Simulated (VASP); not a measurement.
A run of VASP 6.6.1:

INCAR

```
SYSTEM = Ta
  PREC = Accurate
  ENCUT = 520
  EDIFF = 1E-7
  ISMEAR = -1
  SIGMA = 0.1
  LREAL = .FALSE.
  LASPH = .TRUE.
  NELM = 80
  ALGO = Normal
  ISIF = 2
  LWAVE = .FALSE.
  LCHARG = .FALSE.
  GGA = PE
  NBANDS = 12
```

Contents of KPOINTS:

```
regular mesh
0
G
  18 18 18
  0 0 0
```

File POSCAR:

```
Ta
1.0
   -1.6600479313      1.6600479313      1.6600479313
    1.6600479313     -1.6600479313      1.6600479313
    1.6600479313      1.6600479313     -1.6600479313
Ta
1
Direct
    0.0000000000      0.0000000000      0.0000000000
```

Potentials or basis: VASP PAW PBE potentials, release 64 (Ta_pv).

The run is started by

```console
$ cat potpaw_PBE.64/Ta_pv/POTCAR > POTCAR
$ mpirun -np 1 vasp_std > vasp.out
```

Hardware: 1 thread of Intel(R) Xeon(R) Platinum 8488C (Sapphire Rapids), on a shared host.

**Question.** Estimate the wall time of this run.

**Answer.** Run time: 18 s on 1 thread of Intel(R) Xeon(R) Platinum 8488C (Sapphire Rapids) (shared host), peak memory 0.17 GiB. Counts: scf iterations 13, k points 195.
